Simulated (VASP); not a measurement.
# SbPt (P6_3/mmc) in VASP: a series of runs

SbPt is run at these levels: PBEsol; tasks: single point, relaxation of cell and atoms.

Everything below comes from runs of VASP 6.6.1. Logs are shortened: lines on timing, memory, paths and dates and some standing lists are left out, and cuts for length are marked.

## 1. The cell of the first run

It takes space group P6_3/mmc (No. 194, hexagonal). The conventional cell has a = 4.160 Å, b = 4.160 Å, c = 5.459 Å, α = 90.00°, β = 90.00°, γ = 120.00°. Within 3.7 Å of Sb (site symmetry -6m2) lie 6 Pt at 2.76 Å and 6 Sb at 3.64 Å. Pt (site symmetry -3m) has 2 Pt at 2.73 Å and 6 Sb at 2.76 Å within 3.6 Å.

## 2. Single point, PBEsol

File INCAR:

```
SYSTEM = SbPt
ALGO = Normal ; EDIFF = 1E-6
ENCUT = 520 ; GGA = PS
ISIF = 2 ; ISMEAR = 0
LASPH = .TRUE. ; LCHARG = .TRUE.
LELF = .TRUE. ; LREAL = .FALSE.
LVHAR = .TRUE. ; LWAVE = .FALSE.
NBANDS = 23 ; NELM = 100
PREC = Accurate ; SIGMA = 0.1
```

File KPOINTS:

```
k-points
0
G
  12 12 8
  0 0 0
```

File POSCAR:

```
SbPt
1.0
    4.1597061293      0.0000000000      0.0000000000
   -2.0798530646      3.6024111802      0.0000000000
    0.0000000000      0.0000000000      5.4593384378
Sb Pt
2 2
Direct
    0.3333333333      0.6666666667      0.2500000000
    0.6666666667      0.3333333333      0.7500000000
    0.0000000000      0.0000000000      0.0000000000
    0.0000000000      0.0000000000      0.5000000000
```

Potentials or basis: VASP PAW PBE potentials, release 64 (Sb, Pt).

Launch:

```
> cat potpaw_PBE.64/Sb/POTCAR potpaw_PBE.64/Pt/POTCAR > POTCAR
> mpirun -np 1 vasp_std > vasp.out
```

OUTCAR:

```text
SYSTEM = SbPt
   EDIFF = 1E-6
   ENCUT = 520
   GGA = PS
   ISIF = 2
   ISMEAR = 0
   LASPH = .TRUE.
   LREAL = .FALSE.
   NELM = 100
   PREC = Accurate

 ion  position               nearest neighbor table
   1  0.333  0.667  0.250-   3 2.76   4 2.76   3 2.76   4 2.76   3 2.76   4 2.76   2 3.64   2 3.64
                             2 3.64   2 3.64   2 3.64   2 3.64
   2  0.667  0.333  0.750-   3 2.76   4 2.76   3 2.76   4 2.76   3 2.76   4 2.76   1 3.64   1 3.64
                             1 3.64   1 3.64   1 3.64   1 3.64
   3  0.000  0.000  0.000-   4 2.73   4 2.73   1 2.76   2 2.76   1 2.76   2 2.76   2 2.76   1 2.76

   4  0.000  0.000  0.500-   3 2.73   3 2.73   1 2.76   2 2.76   1 2.76   2 2.76   2 2.76   1 2.76

  LATTYP: Found a hexagonal cell.
 ALAT       =     4.1597061293
 C/A-ratio  =     1.3124336836

  Lattice vectors:

 A1 = (   4.1597061293,   0.0000000000,   0.0000000000)
 A2 = (  -2.0798530646,   3.6024111802,   0.0000000000)
 A3 = (   0.0000000000,   0.0000000000,   5.4593384378)

Analysis of symmetry for initial positions (statically):
=====================================================================
 Subroutine PRICEL returns:
 Original cell was already a primitive cell.

 Routine SETGRP: Setting up the symmetry group for a
 hexagonal supercell.

 Subroutine GETGRP returns: Found 24 space group operations
 (whereof 12 operations were pure point group operations)
 out of a pool of 24 trial point group operations.

The static configuration has the point symmetry D_3d.
 The point group associated with its full space group is D_6h.

Analysis of symmetry for dynamics (positions and initial velocities):
=====================================================================
 Subroutine PRICEL returns:
 Original cell was already a primitive cell.

 Routine SETGRP: Setting up the symmetry group for a
 hexagonal supercell.

 Subroutine GETGRP returns: Found 24 space group operations
 (whereof 12 operations were pure point group operations)
 out of a pool of 24 trial point group operations.

The dynamic configuration has the point symmetry D_3d.
 The point group associated with its full space group is D_6h.

 Subroutine INISYM returns: Found 24 space group operations
 (whereof 12 operations are pure point group operations),
 and found     1 'primitive' translations

----------------------------------------------------------------------------------------

                                     Primitive cell

  volume of cell :      81.8080

  direct lattice vectors                    reciprocal lattice vectors
     4.159706129  0.000000000  0.000000000     0.240401598  0.138795927  0.000000000
    -2.079853065  3.602411180  0.000000000     0.000000000  0.277591854  0.000000000
     0.000000000  0.000000000  5.459338438     0.000000000  0.000000000  0.183172377

  length of vectors
     4.159706129  4.159706129  5.459338438     0.277591854  0.277591854  0.183172377

  position of ions in fractional coordinates (direct lattice)
     0.333333333  0.666666667  0.250000000
     0.666666667  0.333333333  0.750000000
     0.000000000  0.000000000  0.000000000
     0.000000000  0.000000000  0.500000000

  ion indices of the primitive-cell ions
   primitive index   ion index
                 1           1
                 2           2
                 3           3
                 4           4

----------------------------------------------------------------------------------------

 KPOINTS: k-points

Automatic generation of k-mesh.
 Grid dimensions read from file:
 generate k-points for:   12   12    8

 Generating k-lattice:

  Cartesian coordinates                     Fractional coordinates (reciprocal lattice)
     0.020033466  0.011566327  0.000000000     0.083333333  0.000000000  0.000000000
     0.000000000  0.023132655  0.000000000     0.000000000  0.083333333  0.000000000
     0.000000000  0.000000000  0.022896547     0.000000000  0.000000000  0.125000000

  Length of vectors
     0.023132655  0.023132655  0.022896547

  Shift w.r.t. Gamma in fractional coordinates (k-lattice)
     0.000000000  0.000000000  0.000000000

 Subroutine IBZKPT returns following result:
 ===========================================

 Found     95 irreducible k-points:

 Following reciprocal coordinates:
            Coordinates               Weight
  0.000000  0.000000  0.000000      1.000000
  0.083333  0.000000  0.000000      6.000000
  0.166667  0.000000  0.000000      6.000000
  0.250000  0.000000  0.000000      6.000000
  0.333333  0.000000  0.000000      6.000000
  0.416667  0.000000  0.000000      6.000000
[... 16 lines left out ...]
  0.250000  0.000000  0.125000     12.000000
  0.333333  0.000000  0.125000     12.000000
 [... further k-points ...]
   k-points           NKPTS =     95   k-points in BZ     NKDIM =     95   number of bands    NBANDS=     23
   number of dos      NEDOS =    301   number of ions     NIONS =      4
   total plane-waves  NPLWV =  43008
   dimension x,y,z NGX =    32 NGY =   32 NGZ =   42
   dimension x,y,z NGXF=    64 NGYF=   64 NGZF=   84
   ions per type =               2   2
   NGX,Y,Z   is equivalent  to a cutoff of  12.79, 12.79, 12.79 a.u.
   NGXF,Y,Z  is equivalent  to a cutoff of  25.58, 25.58, 25.58 a.u.
 SYSTEM =  SbPt
   PREC   = accura    normal or accurate (medium, high low for compatibility)
   ISTART =      0    job   : 0-new  1-cont  2-samecut
   ICHARG =      2    charge: 1-file 2-atom 10-const
   ISPIN  =      1    spin polarized calculation?
   LNONCOLLINEAR =      F non collinear calculations
   LSORBIT =      F    spin-orbit coupling
   LASPH  =      T    aspherical Exc in radial PAW
   ENCUT  =  520.0 eV  38.22 Ry    6.18 a.u.   7.73  7.73 10.15*2*pi/ulx,y,z
   NELM   =    100;   NELMIN=  2; NELMDL= -5     # of ELM steps
   EDIFF  = 0.1E-05   stopping-criterion for ELM
   LREAL  =      F    real-space projection
   EDIFFG = 0.1E-04   stopping-criterion for IOM
   NSW    =      0    number of steps for IOM
   IBRION =     -1    ionic relax: 0-MD 1-quasi-New 2-CG
   NFREE  =      0    steps in history (QN), initial steepest desc. (CG)
   ISIF   =      2    stress and relaxation
   ISYM   =      2    0-nonsym 1-usesym 2-fastsym
   POTIM  = 0.5000    time-step for ionic-motion
   TEBEG  =    0.0;   TEEND  =   0.0 temperature during run
   PSTRESS=    0.0 pullay stress
   NELECT =      30.0000    total number of electrons
   NUPDOWN=      -1.0000    fix difference up-down
   EMIN   =  10.00;   EMAX   =-10.00  energy-range for DOS
   EFERMI =   0.00;   METHOD = LEGACY
   ISMEAR =     0;   SIGMA  =   0.10  broadening in eV -4-tet -1-fermi 0-gaus
   EFERMI_NEDOS =   21; number of points for ismear=-14 and -15
   IALGO  =     38    algorithm
   IMIX   =      4    mixing-type and parameters
     AMIX     =   0.40;   BMIX     =  1.00
     AMIX_MAG =   1.60;   BMIX_MAG =  1.00
  volume/ion in A,a.u.               =      20.45       138.02
  Fermi-wavevector in a.u.,A,eV,Ry     =   1.171790  2.214363 18.682061  1.373093
  Thomas-Fermi vector in A             =   2.308229
   LORBIT       =      0    0 simple, 1 ext, 2 COOP (PROOUT), +10 PAW based schemes
   GGA     = PS    functional components
   LHFCALC =     F    Hartree Fock is set to
   AEXX    =    0.0000 exact exchange contribution
   IVDW    =     0    specifies the selected vdW correction
   LEPSILON=     F    determine dielectric tensor
   LRPA    =     F    only Hartree local field effects (RPA)
 non-spin polarized calculation
 Gauss-broadening in eV      SIGMA  =   0.10
  energy-cutoff  :      520.00
  volume of cell :       81.81
 maximum number of plane-waves:      2235
 NGX is ok and might be reduce to    32
   NGX = 15   NGY = 15   NGZ = 21

 number of electron      30.0000001 magnetization

 Free energy of the ion-electron system (eV)
  ---------------------------------------------------
  ext. energy  EPLUGINS =         0.00000000
  ---------------------------------------------------
  free energy    TOTEN  =       -24.74752426 eV

  energy without entropy =      -24.73916301  energy(sigma->0) =      -24.74334363

 E-fermi :   9.8704     XC(G=0): -11.5421

 val. band max:        9.8277440421   @ k =   0.3333   0.0833   0.5000
 cond. band min:       9.8849024134   @ k =   0.3333   0.0000   0.3750
 fundamental gap:      0.0571583713
 Fermi energy:         9.8704301201

 k-point     1 :       0.0000    0.0000    0.0000
  band No.  band energies     occupation
      1      -3.0088      2.00000
      2       0.9257      2.00000
      3       2.9262      2.00000
      4       3.8824      2.00000
      5       3.8824      2.00000
      6       3.9281      2.00000
[... 15 lines left out ...]
     22      15.1374      0.00000
     23      17.7750      0.00000

 k-point     2 :       0.0833    0.0000    0.0000
  band No.  band energies     occupation
      1      -2.9246      2.00000
      2       0.8301      2.00000
      3       3.0270      2.00000
      4       3.9047      2.00000
      5       3.9086      2.00000
      6       4.0404      2.00000
[... 15 lines left out ...]
     22      15.5468      0.00000
     23      16.7961      0.00000

 k-point     3 :       0.1667    0.0000    0.0000
  band No.  band energies     occupation
      1      -2.6758      2.00000
      2       0.5993      2.00000
      3       3.3232      2.00000
      4       3.8303      2.00000
      5       3.9574      2.00000
      6       4.4432      2.00000
[... 15 lines left out ...]
     22      16.3917      0.00000
     23      16.4430      0.00000
[... 495 lines left out ...]
 k-point    23 :       0.2500    0.0000    0.1250
  band No.  band energies     occupation
      1      -2.2011      2.00000
      2       0.1863      2.00000
      3       3.6399      2.00000
      4       3.7390      2.00000
      5       4.0678      2.00000
      6       4.7451      2.00000
[... 15 lines left out ...]
     22      16.2544      0.00000
     23      17.0976      0.00000

 k-point    24 :       0.3333    0.0000    0.1250
  band No.  band energies     occupation
      1      -1.6881      2.00000
      2      -0.0067      2.00000
      3       3.1728      2.00000
      4       4.0758      2.00000
      5       4.0772      2.00000
      6       4.5170      2.00000
[... 15 lines left out ...]
     22      16.4117      0.00000
     23      17.3411      0.00000

 [... further k-points ...]

------------------------ aborting loop because EDIFF is reached ----------------------------------------

  FORCE on cell =-STRESS in cart. coord.  units (eV):
  Direction    XX          YY          ZZ          XY          YZ          ZX
  --------------------------------------------------------------------------------------
  -------------------------------------------------------------------------------------
  Total        0.3958027      0.3958027      0.3866418      0.0000000      0.0000000     -0.0000000
  in kB        7.7516363      7.7516363      7.5722235      0.0000000      0.0000000     -0.0000000
  external PRESSURE =       7.6918321 kB  Pullay stress =       0.0000000 kB

 VOLUME and BASIS-vectors are now :
 -----------------------------------------------------------------------------
  energy-cutoff  :      520.00
  volume of cell :       81.81
      direct lattice vectors                 reciprocal lattice vectors
     4.159706129  0.000000000  0.000000000     0.240401598  0.138795927  0.000000000
    -2.079853065  3.602411180  0.000000000     0.000000000  0.277591854  0.000000000
     0.000000000  0.000000000  5.459338438     0.000000000  0.000000000  0.183172377

 POSITION                                       TOTAL-FORCE (eV/Angst)
 -----------------------------------------------------------------------------------
     -0.00000      2.40161      1.36483        -0.000000      0.000000      0.000000
      2.07985      1.20080      4.09450         0.000000     -0.000000      0.000000
      0.00000      0.00000      0.00000        -0.000000      0.000000      0.000000
      0.00000      0.00000      2.72967        -0.000000      0.000000      0.000000
 -----------------------------------------------------------------------------------
    total drift:                               -0.000000      0.000000      0.000000

  FREE ENERGIE OF THE ION-ELECTRON SYSTEM (eV)
  ---------------------------------------------------
  free  energy   TOTEN  =       -24.7475242560 eV

  energy  without entropy=      -24.7391630138  energy(sigma->0) =      -24.74334363
```

Wall time 85 s (1 thread of AMD EPYC 9R45 (Zen 5), shared host); peak memory 0.28 GiB.

What came out:

| Item | Value |
| --- | --- |
| Free energy | -24.7475 eV |
| Pressure | 0.8 GPa |
| Band gap on the k mesh | zero (bands 15 and 16 overlap by 4.09 eV) |

Caveat: the PAW data sets were made with another functional, which shifts forces and pressure a little; spin-orbit coupling is left out, which moves the levels of the heavy elements.

## 3. Single point, PBEsol

This run uses another cell than the first one, of 20.74 Å³/atom.

File INCAR:

```
SYSTEM = SbPt
PREC = Accurate
ENCUT = 520
EDIFF = 1E-6
ISMEAR = 0
SIGMA = 0.1
LREAL = .FALSE.
LASPH = .TRUE.
NELM = 100
ALGO = Normal
ISIF = 2
LWAVE = .FALSE.
LCHARG = .FALSE.
GGA = PS
NBANDS = 23
```

File KPOINTS:

```
Automatic mesh
0
G
  12 12 8
  0 0 0
```

File POSCAR:

```
SbPt
1.0
    4.1819133201      0.0000000000      0.0000000000
   -2.0909566601      3.6216431716      0.0000000000
    0.0000000000      0.0000000000      5.4785867835
Sb Pt
2 2
Direct
    0.3333333333      0.6666666667      0.2500000000
    0.6666666667      0.3333333333      0.7500000000
    0.0000000000      0.0000000000      0.0000000000
    0.0000000000      0.0000000000      0.5000000000
```

Potentials or basis: VASP PAW PBE potentials, release 64 (Sb, Pt).

Launch:

```
> cat potpaw_PBE.64/Sb/POTCAR potpaw_PBE.64/Pt/POTCAR > POTCAR
> mpirun -np 1 vasp_std > vasp.out
```

Run time: 87 s. Hardware: 1 thread of AMD EPYC 9R45 (Zen 5), shared host; peak memory 0.28 GiB.

The run converged. Its results:

```
Free energy            : -24.7461 eV
Pressure               : -1.2 GPa
Band gap on the k mesh : zero (bands 15 and 16 overlap by 4.01 eV)
```

Levels at points of the mesh, in eV from the Fermi level:
```csv
k point,band 11,band 12,band 13,band 14,band 15,band 16,band 17,band 18,band 19,band 20
"(0.00, 0.00, 0.00)",-2.04,-2.04,-0.10,-0.10,0.82,2.33,2.34,3.45,3.48,3.48
"(0.50, 0.00, 0.00)",-3.00,-2.90,-2.64,-2.19,-2.02,-0.70,1.95,4.17,4.28,4.29
"(0.00, 0.00, 0.50)",-3.54,-3.54,-1.21,-1.21,2.30,2.30,2.30,2.30,5.19,5.19
"(0.50, 0.00, 0.50)",-3.13,-3.13,-2.99,-2.99,0.36,0.36,1.65,1.65,3.96,3.96
```

Caveat: the PAW data sets were made with another functional, which shifts forces and pressure a little; spin-orbit coupling is left out, which moves the levels of the heavy elements.

## 4. Relaxation of cell and atoms, PBEsol, target pressure 90 GPa, at which the enthalpy is minimised

This run uses another cell than the first one, of 15.42 Å³/atom.

File INCAR:

```
  PREC = Accurate
  ENCUT = 600
  EDIFF = 1E-6
  ISMEAR = 0
  SIGMA = 0.1
  LREAL = F
  LASPH = T
  NELM = 100
  ALGO = Normal
  ISIF = 3
  LWAVE = F
  LCHARG = F
  GGA = PS
  IBRION = 2
  NSW = 70
  EDIFFG = -0.008
  PSTRESS = 900.0
```

File KPOINTS:

```
regular mesh
0
Gamma
  12 12 8
```

File POSCAR:

```
SbPt
1.0
    3.7486135571      0.0000000000      0.0000000000
   -1.8743067785      3.2463945694      0.0000000000
    0.0000000000      0.0000000000      5.0683229875
Sb Pt
2 2
Direct
    0.3333333333      0.6666666667      0.2500000000
    0.6666666667      0.3333333333      0.7500000000
    0.0000000000      0.0000000000      0.0000000000
    0.0000000000      0.0000000000      0.5000000000
```

Launch:

```
> cat potpaw_PBE.64/Sb/POTCAR potpaw_PBE.64/Pt/POTCAR > POTCAR
> mpirun -np 1 vasp_std > vasp.out
```

It took 3.5 min on 1 thread of AMD EPYC 9R45 (Zen 5), shared host; peak memory 0.26 GiB.

Results (log left out):

| Property | Result |
| --- | --- |
| Free energy | -20.3458 eV |
| Relaxed volume | 15.28 Å³/atom |
| Relaxed cell | a = 3.723 Å, b = 3.723 Å, c = 5.092 Å, α = 90.00°, β = 90.00°, γ = 120.00° |
| Space group after relaxing (to 0.1 Å) | P6_3/mmc (No. 194) |
| Energy change on relaxing (the run minimises the enthalpy) | +77.8 meV/atom |
| Ionic steps | 6 |
| Pressure after relaxing | 90.0 GPa |
| Band gap on the k mesh | zero (bands 15 and 16 overlap by 5.88 eV) |

The path:
```tsv
step	energy change (eV)	largest force (eV/Å)	pressure (GPa)	volume (Å³)
1	0.0000	0.0000	85.31	61.68
2	2.5455	0.0000	123.95	57.73
3	0.3093	0.0000	90.12	61.11
4	0.3183	0.0000	90.25	61.10
5	0.3114	0.0000	90.00	61.10
6	0.3112	0.0000	89.99	61.10
```

Final structure:
```cif
data_structure
_symmetry_space_group_name_H-M 'P 1'
_symmetry_Int_Tables_number 1
_cell_length_a 3.7226
_cell_length_b 3.7226
_cell_length_c 5.0916
_cell_angle_alpha 90.000
_cell_angle_beta 90.000
_cell_angle_gamma 120.000
_cell_volume 61.10
loop_
_atom_site_label
_atom_site_type_symbol
_atom_site_fract_x
_atom_site_fract_y
_atom_site_fract_z
_atom_site_occupancy
Sb1 Sb 0.33333 0.66667 0.25000 1
Sb2 Sb 0.66667 0.33333 0.75000 1
Pt1 Pt 0.00000 0.00000 0.00000 1
Pt2 Pt 0.00000 0.00000 0.50000 1
```

Levels at points of the mesh, in eV from the Fermi level:
| k point | band 11 | band 12 | band 13 | band 14 | band 15 | band 16 | band 17 | band 18 | band 19 |
| --- | --- | --- | --- | --- | --- | --- | --- | --- | --- |
| (0.00, 0.00, 0.00) | -3.66 | -3.66 | -0.38 | -0.38 | 0.71 | 1.77 | 2.47 | 4.90 | 4.90 |
| (0.50, 0.00, 0.00) | -4.85 | -4.40 | -4.14 | -3.96 | -3.58 | 0.34 | 2.25 | 4.18 | 4.53 |
| (0.00, 0.00, 0.50) | -5.82 | -5.82 | -1.22 | -1.22 | 3.00 | 3.00 | 3.00 | 3.00 | 4.17 |
| (0.50, 0.00, 0.50) | -5.09 | -5.09 | -4.82 | -4.82 | -0.05 | -0.05 | 2.80 | 2.80 | 4.10 |

Caveat: the cell is relaxed towards a set pressure, so the run minimises the enthalpy, not the energy; the PAW data sets were made with another functional, which shifts forces and pressure a little; spin-orbit coupling is left out, which moves the levels of the heavy elements.

## 5. Summary

```csv
task,cell,cutoff (eV),gap on the mesh (eV),pressure (GPa)
single point,"a = 4.160, b = 4.160, c = 5.459 Å, angles 90.0, 90.0, 120.0°, 4 atoms",520,none,0.8
single point,"a = 4.182, b = 4.182, c = 5.479 Å, angles 90.0, 90.0, 120.0°, 4 atoms",520,none,-1.2
relaxation of cell and atoms,"relaxed to 90 GPa from a = 3.749, b = 3.749, c = 5.068 Å, angles 90.0, 90.0, 120.0°, 4 atoms",600,none,90.0
```

Alike in all rows: level PBEsol; potentials or basis VASP PAW PBE potentials, release 64 (Sb, Pt); no spin polarisation; k mesh 12 × 12 × 8; smearing gaussian 0.1 eV.

Caveats: the PAW data sets were made with another functional, which shifts forces and pressure a little; spin-orbit coupling is left out, which moves the levels of the heavy elements; the cell is relaxed towards a set pressure, so the run minimises the enthalpy, not the energy (at least some runs).

Absolute energies hang on the potentials; compare differences alone.

The gap in the log of VASP goes by the Fermi energy; the results here count the filled bands.